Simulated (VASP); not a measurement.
Set up this calculation in VASP 6.6.1, as the native input.

```yaml
Task: single point
Functional: PBE
Potentials_or_basis: VASP PAW PBE potentials, release 64 (V_sv, Ni, Pb_d)
Cutoff: 520 eV
k_mesh: 4 × 4 × 4
Occupations: gaussian, width 0.1 eV
Spin: no spin polarisation
Dipole_correction: no
Further_INCAR_settings: ALGO = Normal; EDIFF = 1e-07; NBANDS = 40
```

The structure of V3NiPb lies in POSCAR:

```
V3NiPb
1.0
    4.8792416439      0.0000000000      0.0000000000
    0.0000000000      4.8792416439      0.0000000000
    0.0000000000      0.0000000000      4.8792416439
V Ni Pb
3 1 1
Direct
    0.0000000000      0.5000000000      0.5000000000
    0.5000000000      0.0000000000      0.5000000000
    0.5000000000      0.5000000000      0.0000000000
    0.0000000000      0.0000000000      0.0000000000
    0.5000000000      0.5000000000      0.5000000000
```

One way to write it, as run:

INCAR

```
PREC = Accurate ; ENCUT = 520
EDIFF = 1E-7 ; ISMEAR = 0
SIGMA = 0.1 ; LREAL = F
LASPH = T ; NELM = 100
ALGO = Normal ; ISIF = 2
LWAVE = F ; LCHARG = T
GGA = PE ; LELF = T
LVHAR = T ; NBANDS = 40
```

KPOINTS

```
Automatic mesh
0
Gamma
  4 4 4
```

Potentials or basis: VASP PAW PBE potentials, release 64 (V_sv, Ni, Pb_d).

Command:

```bash
$ cat potpaw_PBE.64/V_sv/POTCAR potpaw_PBE.64/Ni/POTCAR potpaw_PBE.64/Pb_d/POTCAR > POTCAR
$ mpirun -np 1 vasp_std > vasp.out
```

It gave:

| Quantity | Value |
| --- | --- |
| Pressure | 0.2 GPa |
| Band gap on the k mesh | zero (an odd number of electrons rules out a gap without spin polarisation) |

Caveat: spin-orbit coupling is left out, which moves the levels of the heavy elements.

Run time: 49 s on 1 thread of Intel(R) Xeon(R) Platinum 8375C CPU @ 2.90GHz (Ice Lake) (shared host), peak memory 0.22 GiB.
